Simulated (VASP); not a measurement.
Input of a VASP 6.6.1 run:

INCAR

```
SYSTEM = MoS2
PREC = Accurate
ENCUT = 520
EDIFF = 1E-7
ISMEAR = 0
SIGMA = 0.02
LREAL = .FALSE.
LASPH = .TRUE.
NELM = 150
ALGO = Normal
ISIF = 2
LWAVE = .FALSE.
LCHARG = .FALSE.
ISPIN = 2
MAGMOM = 2 2 0 0 0 0
LORBIT = 11
LMAXMIX = 4
GGA = PS
NBANDS = 39
```

KPOINTS

```
regular mesh
0
G
  8 8 2
  0 0 0
```

File POSCAR:

```
MoS2
1.0
    3.1415598610      0.0000000000      0.0000000000
   -1.5707799310      2.7206706470      0.0000000000
    0.0000000000      0.0000000000     12.5771928360
Mo S
2 4
Direct
    0.3333333333      0.6666666667      0.2500000000
    0.6666666667      0.3333333333      0.7500000000
    0.3333333333      0.6666666667      0.6260208252
    0.6666666667      0.3333333333      0.1260208252
    0.3333333333      0.6666666667      0.8739791748
    0.6666666667      0.3333333333      0.3739791748
```

Potentials or basis: VASP PAW PBE potentials, release 64 (Mo_sv, S).

Launch:

```console
$ cat potpaw_PBE.64/Mo_sv/POTCAR potpaw_PBE.64/S/POTCAR > POTCAR
$ mpirun -np 1 vasp_std > vasp.out
```

Estimate the net moment.

0.00 μB per cell.

Predict the pressure.

0.0 GPa.

Estimate the band gap on the k mesh.

1.10 eV (least direct gap 2.03 eV).

Predict the largest force.

0.005 eV/Å.

Forces on the atoms (eV/Å):
```
Mo   0.000  0.000  0.000
Mo   0.000  0.000  0.000
S    0.000  0.000  0.005
S    0.000  0.000  0.005
S    0.000  0.000 -0.005
S    0.000  0.000 -0.005
```

Caveat: the PAW data sets were made with another functional, which shifts forces and pressure a little; this functional lacks dispersion, which binds the layers, so the pressure and a relaxed spacing across them are unreliable.

**Experimental background.**

From “Multiwavelength excitation Raman Scattering Analysis of bulk and 2 dimensional MoS2: Vibrational properties of atomically thin MoS2 layers”, 2015, arxiv:1506.03228, for a bulk crystal of MoS2 at 300 K: band gap 1.3 eV (indirect).

Against the measured gap of MoS2, 1.3 eV (indirect; 300 K; “Multiwavelength excitation Raman Scattering Analysis of bulk and 2 dimensional MoS2: Vibrational properties of atomically thin MoS2 layers”, 2015, arxiv:1506.03228), the calculated 1.10 eV is off by -0.20 eV. Spin-orbit coupling on Mo is left out. The value is that of PBEsol on a finite k mesh, which can miss the band edges, without temperature or zero-point motion. Semilocal functionals fall short of measured gaps as a rule.
